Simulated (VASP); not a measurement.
Ni:

```xyz
1
Lattice="-1.4019 1.4019 1.4019 1.4019 -1.4019 1.4019 1.4019 1.4019 -1.4019" Properties=species:S:1:pos:R:3 pbc="T T T"
Ni    0.0000    0.0000    0.0000
```

Base run:

```yaml
Program: VASP 6.6.1
Functional: r2SCAN
Potentials_or_basis: VASP PAW PBE potentials, release 64 (Ni)
Cutoff: 520 eV
k_mesh: 13 × 13 × 13
Occupations: fermi-dirac, width 0.05 eV
Spin: collinear spin, ferromagnetic start
Starting_moments: "[1.0] μB"
```

Its results: pressure -7.3 GPa; net moment 0.65 μB per cell; site moments Ni +0.67 μB.

Q: The run is repeated on the same cell with these changes: functional from r2SCAN to PBE. What comes out?

A: Pressure -0.4 GPa; net moment 0.59 μB per cell; site moments Ni +0.60 μB.

Caveats: the PAW data sets were made with another functional, which shifts forces and pressure a little (some runs).
